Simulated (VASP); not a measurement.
Wanted: the native input for a VASP 6.6.1 run.

```yaml
Task: single point
Functional: PBE
Dispersion: D3(BJ)
Potentials_or_basis: VASP PAW PBE potentials, release 64 (C, O)
Cutoff: 520 eV
k_mesh: 4 × 4 × 4
Occupations: gaussian, width 0.1 eV
Spin: no spin polarisation
Dipole_correction: no
Further_INCAR_settings: ALGO = Normal; EDIFF = 1e-07; NBANDS = 44
```

The structure of CO2 lies in POSCAR:

```
CO2
1.0
    4.7845453300      0.0000000000      0.0000000000
    0.0000000000      6.3155396400      0.0000000000
    0.0000000000      0.0000000000      5.6788908400
C O
4 8
Direct
    0.5000000000      0.8529985200      0.7500000000
    0.0000000000      0.3529985200      0.7500000000
    0.0000000000      0.6470014800      0.2500000000
    0.5000000000      0.1470014800      0.2500000000
    0.7009711200      0.1463284600      0.1335830200
    0.2990288800      0.1463284600      0.3664169800
    0.7990288800      0.6463284600      0.1335830200
    0.2009711200      0.3536715400      0.8664169800
    0.2009711200      0.6463284600      0.3664169800
    0.7990288800      0.3536715400      0.6335830200
    0.7009711200      0.8536715400      0.6335830200
    0.2990288800      0.8536715400      0.8664169800
```

One way to write it, as run:

INCAR

```
PREC = Accurate ; ENCUT = 520
EDIFF = 1E-7 ; ISMEAR = 0
SIGMA = 0.1 ; LREAL = False
LASPH = True ; NELM = 80
ALGO = Normal ; ISIF = 2
LWAVE = False ; LCHARG = False
GGA = PE ; IVDW = 12
NBANDS = 44
```

KPOINTS

```
Automatic mesh
0
Gamma
  4 4 4
```

Potentials or basis: VASP PAW PBE potentials, release 64 (C, O).

Launch:

```sh
$ cat potpaw_PBE.64/C/POTCAR potpaw_PBE.64/O/POTCAR > POTCAR
$ mpirun -np 1 vasp_std > vasp.out
```

Results of the run:

| Property | Result |
| --- | --- |
| Pressure | 3.0 GPa |
| Largest force | 0.796 eV/Å |
| Band gap on the k mesh | 6.66 eV, indirect (least direct gap 6.66 eV) |
| Dispersion energy per atom | -0.073 eV |

It took 2.1 min on 1 thread of Intel(R) Xeon(R) Platinum 8375C CPU @ 2.90GHz (Ice Lake), on a shared host, peak memory 0.33 GiB.
